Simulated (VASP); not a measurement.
# Sn3H (Im-3m) in VASP: further runs

Runs on Sn3H. Level: PBE. Tasks: single point, relaxation of cell and atoms.

All numbers are computed with VASP 6.6.1; they aren't measurements. Logs are shortened: lines on timing, memory, paths and dates and some standing lists are left out, and cuts for length are marked.

## (1) The cell of the first run

Symmetry: Im-3m, No. 229, cubic system. Conventional cell: a = 5.720 Å, b = 5.720 Å, c = 5.720 Å, α = 90.00°, β = 90.00°, γ = 90.00°. Sn (site symmetry 4/mmm) has 4 Sn at 2.86 Å and 2 H at 2.86 Å within 3.8 Å. Within 3.8 Å of H (site symmetry m-3m) lie 6 Sn at 2.86 Å.

## (2) Single point, PBE

File INCAR:

```
SYSTEM = Sn3H
PREC     = Accurate       ! precision mode
ENCUT    = 520            ! plane-wave cutoff, eV
EDIFF    = 1E-6           ! SCF threshold, eV
ISMEAR   = 0              ! smearing method
SIGMA    = 0.1            ! smearing width, eV
LREAL    = .False.        ! projectors in reciprocal space
LASPH    = .True.         ! aspherical terms in the spheres
NELM     = 80             ! most SCF steps
ALGO     = Normal         ! electronic algorithm
ISIF     = 2              ! what is computed and relaxed
LWAVE    = .False.        ! write WAVECAR
LCHARG   = .False.        ! write CHGCAR
GGA      = PE             ! functional
NBANDS   = 30             ! bands
```

File KPOINTS:

```
regular mesh
0
Gamma
  4 4 4
  0 0 0
```

File POSCAR:

```
Sn3H
1.0
   -2.8602129900      2.8602129900      2.8602129900
    2.8602129900     -2.8602129900      2.8602129900
    2.8602129900      2.8602129900     -2.8602129900
Sn H
3 1
Direct
    0.0000000000      0.5000000000      0.5000000000
    0.5000000000      0.0000000000      0.5000000000
    0.5000000000      0.5000000000      0.0000000000
    0.0000000000      0.0000000000      0.0000000000
```

Potentials or basis: VASP PAW PBE potentials, release 64 (Sn_d, H).

The run is started by

```sh
$ cat potpaw_PBE.64/Sn_d/POTCAR potpaw_PBE.64/H/POTCAR > POTCAR
$ mpirun -np 1 vasp_std > vasp.out
```

OUTCAR:

```text
SYSTEM = Sn3H
   PREC = Accurate
   ENCUT = 520
   EDIFF = 1E-6
   ISMEAR = 0
   LREAL = .False.
   LASPH = .True.
   NELM = 80
   ISIF = 2
   GGA = PE

 ion  position               nearest neighbor table
   1  0.000  0.500  0.500-   2 2.86   3 2.86   3 2.86   2 2.86
   2  0.500  0.000  0.500-   1 2.86   3 2.86   3 2.86   1 2.86
   3  0.500  0.500  0.000-   1 2.86   2 2.86   2 2.86   1 2.86
   4  0.000  0.000  0.000-

  LATTYP: Found a body centered cubic cell.
 ALAT       =     5.7204259800

  Lattice vectors:

 A1 = (  -2.8602129900,   2.8602129900,   2.8602129900)
 A2 = (   2.8602129900,  -2.8602129900,   2.8602129900)
 A3 = (   2.8602129900,   2.8602129900,  -2.8602129900)

Analysis of symmetry for initial positions (statically):
=====================================================================
 Subroutine PRICEL returns:
 Original cell was already a primitive cell.

 Routine SETGRP: Setting up the symmetry group for a
 body centered cubic supercell.

 Subroutine GETGRP returns: Found 48 space group operations
 (whereof 48 operations were pure point group operations)
 out of a pool of 48 trial point group operations.

The static configuration has the point symmetry O_h .

Analysis of symmetry for dynamics (positions and initial velocities):
=====================================================================
 Subroutine PRICEL returns:
 Original cell was already a primitive cell.

 Routine SETGRP: Setting up the symmetry group for a
 body centered cubic supercell.

 Subroutine GETGRP returns: Found 48 space group operations
 (whereof 48 operations were pure point group operations)
 out of a pool of 48 trial point group operations.

The dynamic configuration has the point symmetry O_h .

 Subroutine INISYM returns: Found 48 space group operations
 (whereof 48 operations are pure point group operations),
 and found     1 'primitive' translations

----------------------------------------------------------------------------------------

                                     Primitive cell

  volume of cell :      93.5955

  direct lattice vectors                    reciprocal lattice vectors
    -2.860212990  2.860212990  2.860212990     0.000000000  0.174812156  0.174812156
     2.860212990 -2.860212990  2.860212990     0.174812156  0.000000000  0.174812156
     2.860212990  2.860212990 -2.860212990     0.174812156  0.174812156  0.000000000

  length of vectors
     4.954034219  4.954034219  4.954034219     0.247221722  0.247221722  0.247221722

  position of ions in fractional coordinates (direct lattice)
     0.000000000  0.500000000  0.500000000
     0.500000000  0.000000000  0.500000000
     0.500000000  0.500000000  0.000000000
     0.000000000  0.000000000  0.000000000

  ion indices of the primitive-cell ions
   primitive index   ion index
                 1           1
                 2           2
                 3           3
                 4           4

----------------------------------------------------------------------------------------

 KPOINTS: regular mesh

Automatic generation of k-mesh.
 Grid dimensions read from file:
 generate k-points for:    4    4    4

 Generating k-lattice:

  Cartesian coordinates                     Fractional coordinates (reciprocal lattice)
     0.000000000  0.043703039  0.043703039     0.250000000  0.000000000  0.000000000
     0.043703039  0.000000000  0.043703039     0.000000000  0.250000000  0.000000000
     0.043703039  0.043703039  0.000000000     0.000000000  0.000000000  0.250000000

  Length of vectors
     0.061805431  0.061805431  0.061805431

  Shift w.r.t. Gamma in fractional coordinates (k-lattice)
     0.000000000  0.000000000  0.000000000

 Subroutine IBZKPT returns following result:
 ===========================================

 Found      8 irreducible k-points:

 Following reciprocal coordinates:
            Coordinates               Weight
  0.000000  0.000000  0.000000      1.000000
  0.250000  0.000000  0.000000     12.000000
  0.500000  0.000000  0.000000      6.000000
  0.250000  0.250000  0.000000     24.000000
  0.250000  0.250000  0.250000      2.000000
 -0.250000  0.250000  0.250000      6.000000
  0.500000  0.500000  0.250000     12.000000
  0.500000  0.500000  0.500000      1.000000
   k-points           NKPTS =      8   k-points in BZ     NKDIM =      8   number of bands    NBANDS=     30
   number of dos      NEDOS =    301   number of ions     NIONS =      4
   total plane-waves  NPLWV =  64000
   dimension x,y,z NGX =    40 NGY =   40 NGZ =   40
   dimension x,y,z NGXF=    80 NGYF=   80 NGZF=   80
   ions per type =               3   1
   NGX,Y,Z   is equivalent  to a cutoff of  13.42, 13.42, 13.42 a.u.
   NGXF,Y,Z  is equivalent  to a cutoff of  26.85, 26.85, 26.85 a.u.
 SYSTEM =  Sn3H
   PREC   = accura    normal or accurate (medium, high low for compatibility)
   ISTART =      0    job   : 0-new  1-cont  2-samecut
   ICHARG =      2    charge: 1-file 2-atom 10-const
   ISPIN  =      1    spin polarized calculation?
   LNONCOLLINEAR =      F non collinear calculations
   LSORBIT =      F    spin-orbit coupling
   LASPH  =      T    aspherical Exc in radial PAW
   ENCUT  =  520.0 eV  38.22 Ry    6.18 a.u.   9.21  9.21  9.21*2*pi/ulx,y,z
   NELM   =     80;   NELMIN=  2; NELMDL= -5     # of ELM steps
   EDIFF  = 0.1E-05   stopping-criterion for ELM
   LREAL  =      F    real-space projection
   EDIFFG = 0.1E-04   stopping-criterion for IOM
   NSW    =      0    number of steps for IOM
   IBRION =     -1    ionic relax: 0-MD 1-quasi-New 2-CG
   NFREE  =      0    steps in history (QN), initial steepest desc. (CG)
   ISIF   =      2    stress and relaxation
   ISYM   =      2    0-nonsym 1-usesym 2-fastsym
   POTIM  = 0.5000    time-step for ionic-motion
   TEBEG  =    0.0;   TEEND  =   0.0 temperature during run
   PSTRESS=    0.0 pullay stress
   NELECT =      43.0000    total number of electrons
   NUPDOWN=      -1.0000    fix difference up-down
   EMIN   =  10.00;   EMAX   =-10.00  energy-range for DOS
   EFERMI =   0.00;   METHOD = LEGACY
   ISMEAR =     0;   SIGMA  =   0.10  broadening in eV -4-tet -1-fermi 0-gaus
   EFERMI_NEDOS =   21; number of points for ismear=-14 and -15
   IALGO  =     38    algorithm
   IMIX   =      4    mixing-type and parameters
     AMIX     =   0.40;   BMIX     =  1.00
     AMIX_MAG =   1.60;   BMIX_MAG =  1.00
  volume/ion in A,a.u.               =      23.40       157.90
  Fermi-wavevector in a.u.,A,eV,Ry     =   1.263221  2.387141 21.711182  1.595727
  Thomas-Fermi vector in A             =   2.396589
   LORBIT       =      0    0 simple, 1 ext, 2 COOP (PROOUT), +10 PAW based schemes
   GGA     = PE    functional components
   LHFCALC =     F    Hartree Fock is set to
   AEXX    =    0.0000 exact exchange contribution
   IVDW    =     0    specifies the selected vdW correction
   LEPSILON=     F    determine dielectric tensor
   LRPA    =     F    only Hartree local field effects (RPA)
 non-spin polarized calculation
 Gauss-broadening in eV      SIGMA  =   0.10
  energy-cutoff  :      520.00
  volume of cell :       93.60
 maximum number of plane-waves:      2550
 NGX is ok and might be reduce to    40
   NGX = 19   NGY = 19   NGZ = 19

 number of electron      42.9999999 magnetization

 Free energy of the ion-electron system (eV)
  ---------------------------------------------------
  ext. energy  EPLUGINS =         0.00000000
  ---------------------------------------------------
  free energy    TOTEN  =       -12.81790327 eV

  energy without entropy =      -12.81322447  energy(sigma->0) =      -12.81556387

 E-fermi :   6.6499     XC(G=0):  -9.7868

 val. band max:        6.5362375457   @ k =   0.2500   0.0000   0.0000
 cond. band min:       7.1693227100   @ k =   0.0000   0.0000   0.0000
 fundamental gap:      0.6330851643
 Fermi energy:         6.6499435382

 k-point     1 :       0.0000    0.0000    0.0000
  band No.  band energies     occupation
      1     -15.2605      2.00000
      2     -15.2605      2.00000
      3     -15.0827      2.00000
      4     -15.0540      2.00000
      5     -15.0540      2.00000
      6     -15.0540      2.00000
[... 22 lines left out ...]
     29      14.8783      0.00000
     30      14.8783      0.00000

 k-point     2 :       0.2500    0.0000    0.0000
  band No.  band energies     occupation
      1     -15.2331      2.00000
      2     -15.1618      2.00000
      3     -15.0456      2.00000
      4     -15.0278      2.00000
      5     -15.0238      2.00000
      6     -15.0037      2.00000
[... 22 lines left out ...]
     29      12.0231      0.00000
     30      13.3744      0.00000

 k-point     3 :       0.5000    0.0000    0.0000
  band No.  band energies     occupation
      1     -15.2101      2.00000
      2     -14.9917      2.00000
      3     -14.9801      2.00000
      4     -14.9414      2.00000
      5     -14.9343      2.00000
      6     -14.9167      2.00000
[... 22 lines left out ...]
     29      14.6742      0.00000
     30      14.9439      0.00000

 k-point     4 :       0.2500    0.2500    0.0000
  band No.  band energies     occupation
      1     -15.1632      2.00000
      2     -15.0790      2.00000
      3     -14.9925      2.00000
      4     -14.9571      2.00000
      5     -14.9562      2.00000
      6     -14.9323      2.00000
[... 22 lines left out ...]
     29      13.4609      0.00000
     30      14.4156      0.00000

 k-point     5 :       0.2500    0.2500    0.2500
  band No.  band energies     occupation
      1     -14.9344      2.00000
      2     -14.9344      2.00000
      3     -14.9344      2.00000
      4     -14.9204      2.00000
      5     -14.9204      2.00000
      6     -14.9204      2.00000
[... 22 lines left out ...]
     29      12.6915      0.00000
     30      12.6915      0.00000

 k-point     6 :      -0.2500    0.2500    0.2500
  band No.  band energies     occupation
      1     -15.2626      2.00000
      2     -15.1442      2.00000
      3     -15.0405      2.00000
      4     -14.9875      2.00000
      5     -14.9875      2.00000
      6     -14.9360      2.00000
[... 22 lines left out ...]
     29      14.2110      0.00000
     30      15.9177      0.00000

 k-point     7 :       0.5000    0.5000    0.2500
  band No.  band energies     occupation
      1     -15.2518      2.00000
      2     -15.0988      2.00000
      3     -15.0697      2.00000
      4     -15.0113      2.00000
      5     -15.0062      2.00000
      6     -14.9802      2.00000
[... 22 lines left out ...]
     29      14.3891      0.00000
     30      15.6853      0.00000

 k-point     8 :       0.5000    0.5000    0.5000
  band No.  band energies     occupation
      1     -15.3130      2.00000
      2     -15.1306      2.00000
      3     -15.1306      2.00000
      4     -15.0272      2.00000
      5     -15.0272      2.00000
      6     -15.0272      2.00000
[... 22 lines left out ...]
     29      14.7317      0.00000
     30      16.5992      0.00000

------------------------ aborting loop because EDIFF is reached ----------------------------------------

  FORCE on cell =-STRESS in cart. coord.  units (eV):
  Direction    XX          YY          ZZ          XY          YZ          ZX
  --------------------------------------------------------------------------------------
  -------------------------------------------------------------------------------------
  Total        3.0475960      3.0475960      3.0475960     -0.0000000     -0.0000000     -0.0000000
  in kB       52.1690427     52.1690427     52.1690427     -0.0000000     -0.0000000     -0.0000000
  external PRESSURE =      52.1690427 kB  Pullay stress =       0.0000000 kB

 VOLUME and BASIS-vectors are now :
 -----------------------------------------------------------------------------
  energy-cutoff  :      520.00
  volume of cell :       93.60
      direct lattice vectors                 reciprocal lattice vectors
    -2.860212990  2.860212990  2.860212990     0.000000000  0.174812156  0.174812156
     2.860212990 -2.860212990  2.860212990     0.174812156  0.000000000  0.174812156
     2.860212990  2.860212990 -2.860212990     0.174812156  0.174812156  0.000000000

 POSITION                                       TOTAL-FORCE (eV/Angst)
 -----------------------------------------------------------------------------------
      2.86021      0.00000      0.00000         0.000000      0.000000     -0.000000
      0.00000      2.86021      0.00000         0.000000     -0.000000      0.000000
      0.00000      0.00000      2.86021        -0.000000      0.000000      0.000000
      0.00000      0.00000      0.00000         0.000000     -0.000000      0.000000
 -----------------------------------------------------------------------------------
    total drift:                               -0.000000     -0.000000      0.000000

  FREE ENERGIE OF THE ION-ELECTRON SYSTEM (eV)
  ---------------------------------------------------
  free  energy   TOTEN  =       -12.8179032658 eV

  energy  without entropy=      -12.8132244668  energy(sigma->0) =      -12.81556387
```

Run time: 32 s. Hardware: 1 thread of Intel Xeon 6975P-C, shared host; peak memory 0.24 GiB.

Results:

- Free energy: -12.8179 eV
- Pressure: 5.2 GPa

Caveat: the k points lie up to 0.39 Å⁻¹ apart; spin-orbit coupling is left out, which moves the levels of the heavy elements.

(Part 1 of 2 ends here.)
